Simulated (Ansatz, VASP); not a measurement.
# Two plane-wave programs on Pd

```
Pd
1.0
     0.00000    1.95965    1.91573
     1.95965    0.00000    1.91573
     1.95965    1.95965    0.00000
Pd
1
Cartesian
  0.0000 0.0000 0.0000
```

Alike in both runs: task electric field gradients; functional PBE; dispersion D3(BJ); k mesh 18 × 18 × 18; occupations fermi-dirac, width 0.05 eV; no spin polarisation.

|  | VASP | Ansatz |
| --- | --- | --- |
| version | VASP 6.6.1 | Ansatz 0.2.0 |
| potentials or method | VASP PAW PBE potentials, release 64 (Pd) | PAW with Ansatz's default frozen-core files, scalar-relativistic |
| plane-wave cutoff (eV) | 520 | 420 |
| valence electrons in the cell | 10 | 18 |

VASP gave:

* gap on the k mesh at the Fermi level (eV): none
* pressure (GPa): -0.3
* traceless stress, the component that is largest in VASP (GPa): 0.84

Task: Which values does Ansatz return?

Result: gap on the k mesh at the Fermi level (eV): none; pressure (GPa): 0.0; traceless stress, the component that is largest in VASP (GPa): 0.84.

A gap of «none» marks a metal or a gap that the smearing closes. VASP's potentials hold 10 valence electrons a cell and Ansatz's 18, so a difference there can come from the potentials and not from the codes.
